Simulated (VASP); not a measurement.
Crystal: BeS.

```xyz
2
Lattice="0.0000 2.4250 2.4250 2.4250 0.0000 2.4250 2.4250 2.4250 0.0000" Properties=species:S:1:pos:R:3 pbc="T T T"
Be    0.0000    0.0000    0.0000
S     3.6375    3.6375    3.6375
```

Program: VASP 6.6.1. Alike in all runs: task single point; potentials or basis VASP PAW PBE potentials, release 64 (Be, S); no spin polarisation; cell as given; k mesh 4 × 4 × 4; cutoff (eV) 520; smearing gaussian 0.05 eV.

Problem. Order these runs on this cell by their pressure, lowest first.
A. level PBE
B. level PBE-based global hybrid; grid for exact exchange (PRECFOCK) Normal; share of exact exchange 0.4
C. level PBE0+D4; grid for exact exchange (PRECFOCK) Normal
D. level HF; grid for exact exchange (PRECFOCK) Normal

Solution. C (-2.2 GPa), B (-0.5 GPa), A (2.1 GPa), D (5.5 GPa).

Caveats: all runs use coarse meshes; the PAW data sets were made with another functional, which shifts forces and pressure a little (some runs).
